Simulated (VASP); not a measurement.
A run of VASP 6.6.1:

The input INCAR:

```
PREC     = Accurate       # precision mode
ENCUT    = 520            # plane-wave cutoff, eV
EDIFF    = 1E-6           # SCF threshold, eV
ISMEAR   = 0              # smearing method
SIGMA    = 0.01           # smearing width, eV
LREAL    = F              # projectors in reciprocal space
LASPH    = T              # aspherical terms in the spheres
NELM     = 80             # most SCF steps
ALGO     = Normal         # electronic algorithm
ISIF     = 2              # what is computed and relaxed
LWAVE    = F              # write WAVECAR
LCHARG   = F              # write CHGCAR
GGA      = B5             # functional
ALDAX    = 1.0          
AGGAX    = 1.0          
AGGAC    = 1.0          
ALDAC    = 0.0          
NBANDS   = 28             # bands
```

Contents of KPOINTS:

```
Automatic mesh
0
Gamma
  3 3 6
```

POSCAR

```
La2O3
1.0
    6.2667800000      0.0000000000      0.0000000000
   -3.1333900000      5.4271906799      0.0000000000
    0.0000000000      0.0000000000      3.2997660000
La O
2 3
Direct
    0.3333333333      0.6666666667      0.5000000000
    0.6666666667      0.3333333333      0.5000000000
    0.4919900000      0.4919900000      0.0000000000
    0.0000000000      0.5080100000      0.0000000000
    0.5080100000      0.0000000000      0.0000000000
```

Potentials or basis: VASP PAW PBE potentials, release 64 (La, O).

Launch:

```console
$ cat potpaw_PBE.64/La/POTCAR potpaw_PBE.64/O/POTCAR > POTCAR
$ mpirun -np 1 vasp_std > vasp.out
```

Hardware: 1 thread of AMD EPYC 7R13 Processor (Zen 3) (shared host).

Q: Estimate the wall time of this run.

A: Run time: 100 s on 1 thread of AMD EPYC 7R13 Processor (Zen 3), with other jobs on the host, peak memory 0.22 GiB. Counts: scf iterations 17, k points 12.
